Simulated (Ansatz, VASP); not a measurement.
**LiH5: VASP beside Ansatz**

```xyz
6
Lattice="4.2583 0.0000 0.0000 -2.1291 3.6878 0.0000 0.0000 0.0000 3.3117" Properties=species:S:1:pos:R:3 pbc="T T T"
Li    0.0000    0.0000    0.2448
H     0.0000    2.4585    0.0465
H     2.1291    1.2293    0.0465
H     2.1291    0.0000    1.5432
H     1.0646    1.8439    1.5432
H    -1.0646    1.8439    1.5432
```

Alike in both runs: task relaxation of cell and atoms; functional PBE; k mesh 6 × 6 × 6; occupations gaussian, width 0.1 eV; no spin polarisation.

|  | VASP | Ansatz |
| --- | --- | --- |
| version | VASP 6.6.1 | Ansatz 0.2.0 |
| potentials or method | VASP PAW PBE potentials, release 64 (Li_sv, H), cutoff 600 eV | scalar-relativistic, plane waves, PAW |
| valence electrons in the cell | 8 | 8 |

Ansatz gave:

```
gap on the k mesh at the Fermi level, each at its own relaxed structure (eV) : none
relaxed volume (Å³/atom)                                                     : 9.29
relaxed cell length with the largest relative difference (Å)                 : 3.790
```

Q: Which values does VASP return?

A: gap on the k mesh at the Fermi level, each at its own relaxed structure (eV): none; relaxed volume (Å³/atom): 6.36; relaxed cell length with the largest relative difference (Å): 2.697.

A gap of «none» marks a metal or a gap that the smearing closes. One of these differences is far larger than is usual between the two programs; its cause wasn't traced.

Noted on VASP's run: the cutoff is short for stress, so the pressure is rough; the volume moved by over 15 % at a fixed basis, so the end points are rough.
